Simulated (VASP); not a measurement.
# TiC (I4mm) in VASP: further runs

The runs below take TiC through single point, with PBEsol.

All numbers are computed with VASP 6.6.1; they aren't measurements. Logs are shortened: lines on timing, memory, paths and dates and some standing lists are left out, and cuts for length are marked.

## Step 1: The cell of the first run

The structure is tetragonal, space group I4mm (No. 107). The conventional cell has a = 3.054 Å, b = 3.054 Å, c = 4.319 Å, α = 90.00°, β = 90.00°, γ = 90.00°. Ti (site symmetry 4mm) has 6 C at 2.15 to 2.17 Å within 2.8 Å. C (site symmetry 4mm) has 6 Ti at 2.15 to 2.17 Å within 2.8 Å.

## Step 2: Single point, PBEsol

Contents of INCAR:

```
SYSTEM = TiC
PREC = Accurate
ENCUT = 520
EDIFF = 1E-7
ISMEAR = -1
SIGMA = 0.1
LREAL = .False.
LASPH = .True.
NELM = 100
ALGO = Normal
ISIF = 2
LWAVE = .False.
LCHARG = .False.
GGA = PS
NBANDS = 15
```

Contents of KPOINTS:

```
regular mesh
0
Gamma
  13 13 13
  0 0 0
```

Contents of POSCAR:

```
TiC
1.0
    0.0000000000      2.1593000000      2.1593000000
    2.1593000000      0.0000000000      2.1593000000
    2.1593000000      2.1593000000      0.0000000000
Ti C
1 1
Direct
    0.0000000000      0.0000000000      0.0000000000
    0.4976844348      0.4976844348      0.5023155652
```

Potentials or basis: VASP PAW PBE potentials, release 64 (Ti_sv, C).

On the command line:

```sh
$ cat potpaw_PBE.64/Ti_sv/POTCAR potpaw_PBE.64/C/POTCAR > POTCAR
$ mpirun -np 1 vasp_std > vasp.out
```

OUTCAR:

```text
SYSTEM = TiC
   PREC = Accurate
   ENCUT = 520
   EDIFF = 1E-7
   ISMEAR = -1
   LREAL = .False.
   LASPH = .True.
   NELM = 100
   ISIF = 2
   GGA = PS

 ion  position               nearest neighbor table
   1  0.000  0.000  0.000-   2 2.15   2 2.16   2 2.16   2 2.16   2 2.16   2 2.17
   2  0.498  0.498  0.502-   1 2.15   1 2.16   1 2.16   1 2.16   1 2.16   1 2.17

  LATTYP: Found a face centered cubic cell.
 ALAT       =     4.3186000000

  Lattice vectors:

 A1 = (   0.0000000000,   2.1593000000,   2.1593000000)
 A2 = (   2.1593000000,   0.0000000000,   2.1593000000)
 A3 = (   2.1593000000,   2.1593000000,   0.0000000000)

Analysis of symmetry for initial positions (statically):
=====================================================================
 Subroutine PRICEL returns:
 Original cell was already a primitive cell.

 Routine SETGRP: Setting up the symmetry group for a
 face centered cubic supercell.

 Subroutine GETGRP returns: Found  8 space group operations
 (whereof  8 operations were pure point group operations)
 out of a pool of 48 trial point group operations.

The static configuration has the point symmetry C_4v.

Analysis of symmetry for dynamics (positions and initial velocities):
=====================================================================
 Subroutine PRICEL returns:
 Original cell was already a primitive cell.

 Routine SETGRP: Setting up the symmetry group for a
 face centered cubic supercell.

 Subroutine GETGRP returns: Found  8 space group operations
 (whereof  8 operations were pure point group operations)
 out of a pool of 48 trial point group operations.

The dynamic configuration has the point symmetry C_4v.

 Subroutine INISYM returns: Found  8 space group operations
 (whereof  8 operations are pure point group operations),
 and found     1 'primitive' translations

----------------------------------------------------------------------------------------

                                     Primitive cell

  volume of cell :      20.1358

  direct lattice vectors                    reciprocal lattice vectors
     0.000000000  2.159300000  2.159300000    -0.231556523  0.231556523  0.231556523
     2.159300000  0.000000000  2.159300000     0.231556523 -0.231556523  0.231556523
     2.159300000  2.159300000  0.000000000     0.231556523  0.231556523 -0.231556523

  length of vectors
     3.053711345  3.053711345  3.053711345     0.401067663  0.401067663  0.401067663

  position of ions in fractional coordinates (direct lattice)
     0.000000000  0.000000000  0.000000000
     0.497684435  0.497684435  0.502315565

  ion indices of the primitive-cell ions
   primitive index   ion index
                 1           1
                 2           2

----------------------------------------------------------------------------------------

 KPOINTS: regular mesh

Automatic generation of k-mesh.
 Grid dimensions read from file:
 generate k-points for:   13   13   13

 Generating k-lattice:

  Cartesian coordinates                     Fractional coordinates (reciprocal lattice)
    -0.017812040  0.017812040  0.017812040     0.076923077  0.000000000  0.000000000
     0.017812040 -0.017812040  0.017812040     0.000000000  0.076923077  0.000000000
     0.017812040  0.017812040 -0.017812040     0.000000000  0.000000000  0.076923077

  Length of vectors
     0.030851359  0.030851359  0.030851359

  Shift w.r.t. Gamma in fractional coordinates (k-lattice)
     0.000000000  0.000000000  0.000000000

 Subroutine IBZKPT returns following result:
 ===========================================

 Found    196 irreducible k-points:

 Following reciprocal coordinates:
            Coordinates               Weight
  0.000000  0.000000  0.000000      1.000000
  0.076923  0.000000  0.000000      8.000000
  0.153846  0.000000  0.000000      8.000000
  0.230769  0.000000  0.000000      8.000000
  0.307692  0.000000  0.000000      8.000000
  0.384615  0.000000  0.000000      8.000000
[... 16 lines left out ...]
  0.000000 -0.384615  0.076923     16.000000
 -0.307692  0.076923  0.000000      8.000000
 [... further k-points ...]
   k-points           NKPTS =    196   k-points in BZ     NKDIM =    196   number of bands    NBANDS=     15
   number of dos      NEDOS =    301   number of ions     NIONS =      2
   total plane-waves  NPLWV =  13824
   dimension x,y,z NGX =    24 NGY =   24 NGZ =   24
   dimension x,y,z NGXF=    48 NGYF=   48 NGZF=   48
   ions per type =               1   1
   NGX,Y,Z   is equivalent  to a cutoff of  13.07, 13.07, 13.07 a.u.
   NGXF,Y,Z  is equivalent  to a cutoff of  26.13, 26.13, 26.13 a.u.
 SYSTEM =  TiC
   PREC   = accura    normal or accurate (medium, high low for compatibility)
   ISTART =      0    job   : 0-new  1-cont  2-samecut
   ICHARG =      2    charge: 1-file 2-atom 10-const
   ISPIN  =      1    spin polarized calculation?
   LNONCOLLINEAR =      F non collinear calculations
   LSORBIT =      F    spin-orbit coupling
   LASPH  =      T    aspherical Exc in radial PAW
   ENCUT  =  520.0 eV  38.22 Ry    6.18 a.u.   5.68  5.68  5.68*2*pi/ulx,y,z
   NELM   =    100;   NELMIN=  2; NELMDL= -5     # of ELM steps
   EDIFF  = 0.1E-06   stopping-criterion for ELM
   LREAL  =      F    real-space projection
   EDIFFG = 0.1E-05   stopping-criterion for IOM
   NSW    =      0    number of steps for IOM
   IBRION =     -1    ionic relax: 0-MD 1-quasi-New 2-CG
   NFREE  =      0    steps in history (QN), initial steepest desc. (CG)
   ISIF   =      2    stress and relaxation
   ISYM   =      2    0-nonsym 1-usesym 2-fastsym
   POTIM  = 0.5000    time-step for ionic-motion
   TEBEG  =    0.0;   TEEND  =   0.0 temperature during run
   PSTRESS=    0.0 pullay stress
   NELECT =      16.0000    total number of electrons
   NUPDOWN=      -1.0000    fix difference up-down
   EMIN   =  10.00;   EMAX   =-10.00  energy-range for DOS
   EFERMI =   0.00;   METHOD = LEGACY
   ISMEAR =    -1;   SIGMA  =   0.10  broadening in eV -4-tet -1-fermi 0-gaus
   EFERMI_NEDOS =   21; number of points for ismear=-14 and -15
   IALGO  =     38    algorithm
   IMIX   =      4    mixing-type and parameters
     AMIX     =   0.40;   BMIX     =  1.00
     AMIX_MAG =   1.60;   BMIX_MAG =  1.00
  volume/ion in A,a.u.               =      10.07        67.94
  Fermi-wavevector in a.u.,A,eV,Ry     =   1.516323  2.865436 31.283015  2.299237
  Thomas-Fermi vector in A             =   2.625728
   LORBIT       =      0    0 simple, 1 ext, 2 COOP (PROOUT), +10 PAW based schemes
   GGA     = PS    functional components
   LHFCALC =     F    Hartree Fock is set to
   AEXX    =    0.0000 exact exchange contribution
   IVDW    =     0    specifies the selected vdW correction
   LEPSILON=     F    determine dielectric tensor
   LRPA    =     F    only Hartree local field effects (RPA)
 non-spin polarized calculation
  energy-cutoff  :      520.00
  volume of cell :       20.14
 maximum number of plane-waves:       556
   NGX = 11   NGY = 11   NGZ = 11

 number of electron      16.0000002 magnetization

 Free energy of the ion-electron system (eV)
  ---------------------------------------------------
  ext. energy  EPLUGINS =         0.00000000
  ---------------------------------------------------
  free energy    TOTEN  =       -19.80231753 eV

  energy without entropy =      -19.79219833  energy(sigma->0) =      -19.79725793

 E-fermi :   9.3964     XC(G=0): -12.9063

 val. band max:        9.3653615078   @ k =   0.0000   0.4615   0.4615
 cond. band min:       9.4429628733   @ k =   0.3846   0.3077   0.0000
 fundamental gap:      0.0776013654
 Fermi energy:         9.3963530177

 k-point     1 :       0.0000    0.0000    0.0000
  band No.  band energies     occupation
      1     -46.8969      2.00000
      2     -23.0188      2.00000
      3     -23.0188      2.00000
      4     -23.0188      2.00000
      5      -3.0032      2.00000
      6      10.0698      0.00237
      7      10.0698      0.00237
      8      10.0735      0.00229
      9      11.0467      0.00000
     10      11.1252      0.00000
     11      11.1252      0.00000
     12      11.1518      0.00000
     13      11.2272      0.00000
     14      20.0130      0.00000
     15      23.3676      0.00000

 k-point     2 :       0.0769    0.0000    0.0000
  band No.  band energies     occupation
      1     -46.8925      2.00000
      2     -23.0500      2.00000
      3     -23.0218      2.00000
      4     -23.0217      2.00000
      5      -2.8669      2.00000
      6       9.4496      0.73998
      7       9.7283      0.06984
      8       9.7337      0.06630
      9      10.4115      0.00008
     10      10.4143      0.00008
     11      11.4323      0.00000
     12      12.4033      0.00000
     13      12.4073      0.00000
     14      20.2482      0.00000
     15      23.4327      0.00000

 k-point     3 :       0.1538    0.0000    0.0000
  band No.  band energies     occupation
      1     -46.8802      2.00000
      2     -23.1358      2.00000
      3     -23.0298      2.00000
      4     -23.0298      2.00000
      5      -2.4712      2.00000
      6       8.2881      1.99997
      7       8.7551      1.99673
      8       8.7577      1.99664
      9      10.6245      0.00001
     10      10.6251      0.00001
     11      11.8172      0.00000
     12      13.7354      0.00000
     13      13.7375      0.00000
     14      20.7330      0.00000
     15      23.4662      0.00000

 k-point     4 :       0.2308    0.0000    0.0000
  band No.  band energies     occupation
      1     -46.8628      2.00000
      2     -23.2547      2.00000
      3     -23.0412      2.00000
      4     -23.0411      2.00000
      5      -1.8532      2.00000
      6       6.9748      2.00000
      7       7.8855      2.00000
      8       7.8865      2.00000
      9      11.0519      0.00000
     10      11.0522      0.00000
     11      12.1707      0.00000
     12      15.0339      0.00000
     13      15.0353      0.00000
     14      20.7211      0.00000
     15      23.6785      0.00000
[... 307 lines left out ...]
 k-point    22 :      -0.3846    0.0769    0.0000
  band No.  band energies     occupation
      1     -46.8229      2.00000
      2     -23.4947      2.00000
      3     -23.0929      2.00000
      4     -23.0640      2.00000
      5       0.0396      2.00000
      6       4.1998      2.00000
      7       6.6178      2.00000
      8       6.6914      2.00000
      9      11.9984      0.00000
     10      12.2429      0.00000
     11      13.2750      0.00000
     12      16.6292      0.00000
     13      17.5880      0.00000
     14      18.6554      0.00000
     15      24.4107      0.00000

 k-point    23 :       0.0000   -0.3846    0.0769
  band No.  band energies     occupation
      1     -46.8229      2.00000
      2     -23.4946      2.00000
      3     -23.0929      2.00000
      4     -23.0640      2.00000
      5       0.0396      2.00000
      6       4.1999      2.00000
      7       6.6177      2.00000
      8       6.6913      2.00000
      9      11.9982      0.00000
     10      12.2433      0.00000
     11      13.2753      0.00000
     12      16.6295      0.00000
     13      17.5857      0.00000
     14      18.6573      0.00000
     15      24.4097      0.00000

 k-point    24 :      -0.3077    0.0769    0.0000
  band No.  band energies     occupation
      1     -46.8361      2.00000
      2     -23.4107      2.00000
      3     -23.0872      2.00000
      4     -23.0509      2.00000
      5      -0.7390      2.00000
      6       5.2293      2.00000
      7       6.9219      2.00000
      8       7.1094      2.00000
      9      11.5047      0.00000
     10      11.9321      0.00000
     11      12.8996      0.00000
     12      15.7584      0.00000
     13      17.0656      0.00000
     14      19.6557      0.00000
     15      24.4027      0.00000

 [... further k-points ...]
[... 5 lines left out ...]
  --------------------------------------------------------------------------------------
  -------------------------------------------------------------------------------------
  Total       -0.5382643     -0.5382643     -0.5346427      0.0000000      0.0000000      0.0000000
  in kB      -42.8289255    -42.8289255    -42.5407591      0.0000000      0.0000000      0.0000000
  external PRESSURE =     -42.7328700 kB  Pullay stress =       0.0000000 kB

 VOLUME and BASIS-vectors are now :
 -----------------------------------------------------------------------------
  energy-cutoff  :      520.00
  volume of cell :       20.14
      direct lattice vectors                 reciprocal lattice vectors
     0.000000000  2.159300000  2.159300000    -0.231556523  0.231556523  0.231556523
     2.159300000  0.000000000  2.159300000     0.231556523 -0.231556523  0.231556523
     2.159300000  2.159300000  0.000000000     0.231556523  0.231556523 -0.231556523

 POSITION                                       TOTAL-FORCE (eV/Angst)
 -----------------------------------------------------------------------------------
      0.00000      0.00000      0.00000         0.000000      0.000000     -0.097120
      2.15930      2.15930      2.14930         0.000000      0.000000      0.097120
 -----------------------------------------------------------------------------------
    total drift:                                0.000000      0.000000      0.000005

  FREE ENERGIE OF THE ION-ELECTRON SYSTEM (eV)
  ---------------------------------------------------
  free  energy   TOTEN  =       -19.8023175264 eV

  energy  without entropy=      -19.7921983261  energy(sigma->0) =      -19.79725793
```

Run time: 54 s. Hardware: 1 thread of AMD EPYC 7R43 (Zen 3), shared host; peak memory 0.15 GiB.

What came out:

- Free energy: -19.8023 eV
- Pressure: -4.3 GPa
- Largest force: 0.097 eV/Å
- Band gap on the k mesh: zero (band 8 reaches 10.07 eV, above the bottom of band 9 at 9.02 eV)

Forces on the atoms (eV/Å):
```
Ti   0.000  0.000 -0.097
C    0.000  0.000  0.097
```

Caveat: the PAW data sets were made with another functional, which shifts forces and pressure a little.

## Step 3: Single point, PBEsol

Contents of INCAR:

```
SYSTEM = TiC
ALGO = Normal
EDIFF = 1E-6
ENCUT = 520
GGA = PS
ISIF = 2
ISMEAR = -1
LASPH = .TRUE.
LCHARG = .FALSE.
LREAL = .FALSE.
LWAVE = .FALSE.
NBANDS = 15
NELM = 80
PREC = Accurate
SIGMA = 0.1
```

Contents of KPOINTS:

```
k-points
0
G
  13 13 13
  0 0 0
```

POSCAR, as its differences from that of step 2:

```diff
@@ -9,2 +9,2 @@
     0.0000000000      0.0000000000      0.0000000000
-    0.4976844348      0.4976844348      0.5023155652
+    0.5023155652      0.5023155652      0.4976844348
```

Potentials or basis: VASP PAW PBE potentials, release 64 (Ti_sv, C).

On the command line:

```sh
$ cat potpaw_PBE.64/Ti_sv/POTCAR potpaw_PBE.64/C/POTCAR > POTCAR
$ mpirun -np 1 vasp_std > vasp.out
```

It took 54 s on 1 thread of AMD EPYC 7R43 (Zen 3), shared host; peak memory 0.14 GiB.

The run converged. Its results:

```
Free energy            : -19.8023 eV
Pressure               : -4.3 GPa
Largest force          : 0.097 eV/Å
Band gap on the k mesh : zero (band 8 reaches 10.07 eV, above the bottom of band 9 at 9.02 eV)
```

Forces in eV/Å, atoms in the order of the input:
```
Ti   0.000  0.000  0.097
C    0.000  0.000 -0.097
```

Levels at points of the mesh, in eV from the Fermi level:
```tsv
k point	band 6	band 7	band 8	band 9	band 10	band 11
(0.00, 0.00, 0.00)	0.67	0.67	0.68	1.65	1.73	1.73
```

Caveat: the PAW data sets were made with another functional, which shifts forces and pressure a little.

## Step 4: Single point, PBEsol

Contents of INCAR:

```
ALGO = Normal
EDIFF = 1E-6
ENCUT = 520
GGA = PS
ISIF = 2
ISMEAR = -1
LASPH = T
LCHARG = F
LREAL = F
LWAVE = F
NBANDS = 15
NELM = 60
PREC = Accurate
SIGMA = 0.1
```

Contents of KPOINTS:

```
k-points
0
Gamma
  13 13 13
```

POSCAR, as its differences from that of step 3:

```diff
@@ -9,2 +9,2 @@
     0.0000000000      0.0000000000      0.0000000000
-    0.5023155652      0.5023155652      0.4976844348
+    0.5046311305      0.5046311305      0.4953688695
```

On the command line:

```sh
$ cat potpaw_PBE.64/Ti_sv/POTCAR potpaw_PBE.64/C/POTCAR > POTCAR
$ mpirun -np 1 vasp_std > vasp.out
```

Wall time 60 s (1 thread of AMD EPYC 7R43 (Zen 3), shared host); peak memory 0.15 GiB.

The run converged. Its results:

```yaml
Free_energy: -19.8009 eV
Pressure: -4.2 GPa
Largest_force: 0.194 eV/Å
Band_gap_on_the_k_mesh: zero (band 8 reaches 10.07 eV, above the bottom of band 9 at 9.01 eV)
```

Forces on the atoms (eV/Å):
```
Ti   0.000  0.000  0.194
C    0.000  0.000 -0.194
```

Stress tensor (GPa, compression positive):
```
-4.27  0.00  0.00
 0.00 -4.27  0.00
 0.00  0.00 -4.16
```

Levels at points of the mesh, in eV from the Fermi level:
| k point | band 6 | band 7 | band 8 | band 9 | band 10 | band 11 |
| --- | --- | --- | --- | --- | --- | --- |
| (0.00, 0.00, 0.00) | 0.66 | 0.66 | 0.68 | 1.56 | 1.74 | 1.74 |

Caveat: the PAW data sets were made with another functional, which shifts forces and pressure a little.
